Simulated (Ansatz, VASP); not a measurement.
**SbW in VASP and in Ansatz**

The input INCAR:

```
PREC     = Accurate       # precision mode
ENCUT    = 520            # plane-wave cutoff, eV
EDIFF    = 1E-6           # SCF threshold, eV
ISMEAR   = 0              # smearing method
SIGMA    = 0.05           # smearing width, eV
LREAL    = F              # projectors in reciprocal space
LASPH    = T              # aspherical terms in the spheres
NELM     = 80             # most SCF steps
ALGO     = Normal         # electronic algorithm
ISIF     = 2              # what is computed and relaxed
LWAVE    = F              # write WAVECAR
LCHARG   = F              # write CHGCAR
GGA      = PS             # functional
NBANDS   = 27             # bands
```

Contents of KPOINTS:

```
Automatic mesh
0
Gamma
  10 10 6
```

The input POSCAR:

```
SbW
1.0
    4.4002257458      0.0000000000      0.0000000000
   -2.2001128729      3.8107072783      0.0000000000
    0.0000000000      0.0000000000      5.2102217637
W Sb
2 2
Direct
    0.0000000000      0.0000000000      0.0000000000
    0.0000000000      0.0000000000      0.5000000000
    0.3333333333      0.6666666667      0.2500000000
    0.6666666667      0.3333333333      0.7500000000
```

Input for Ansatz:

```yaml
crystal:
  lattice:
    - [4.4002257458, 0.0, 0.0]
    - [-2.2001128729, 3.8107072783, 0.0]
    - [0.0, 0.0, 5.2102217637]
  atoms:
    - { symbol: W, position: [0.0, 0.0, 0.0] }
    - { symbol: W, position: [0.0, 0.0, 0.5] }
    - { symbol: Sb, position: [0.3333333333, 0.6666666667, 0.25] }
    - { symbol: Sb, position: [0.6666666667, 0.3333333333, 0.75] }
basis:
  ecutwfc: 420
  ecutrho_ratio: 4
kpoints:
  mp_grid: { grid: [10, 10, 6] }
hamiltonian:
  xc: pbesol
scf:
  occupations: { method: gaussian, width: 0.05 }
output:
  forces: true
  stress: true
  eigenvalues: true
  populations: true
```

Alike in both runs: task single point; functional PBEsol; k mesh 10 × 10 × 6; occupations gaussian, width 0.05 eV; no spin polarisation.

|  | VASP | Ansatz |
| --- | --- | --- |
| version | VASP 6.6.1 | Ansatz 0.2.0 |
| potentials or method | VASP PAW PBE potentials, release 64 (W_sv, Sb), cutoff 520 eV | scalar-relativistic, plane waves, PAW |
| valence electrons in the cell | 38 | 58 |

Ansatz gave:

- gap on the k mesh at the Fermi level (eV): none
- pressure (GPa): -5.0
- traceless stress, the component that is largest in VASP (GPa): -0.53

Task: Estimate VASP's values.

Result: gap on the k mesh at the Fermi level (eV): none; pressure (GPa): -4.8; traceless stress, the component that is largest in VASP (GPa): -0.38.

VASP's potentials were made for PBE, not for PBEsol. A gap of «none» marks a metal or a gap that the smearing closes. With one functional, cell and mesh, what is left measures potentials, basis and numerics. VASP's potentials hold 38 valence electrons a cell and Ansatz's 58, so a difference there can come from the potentials and not from the codes.

Spin-orbit coupling is off throughout.
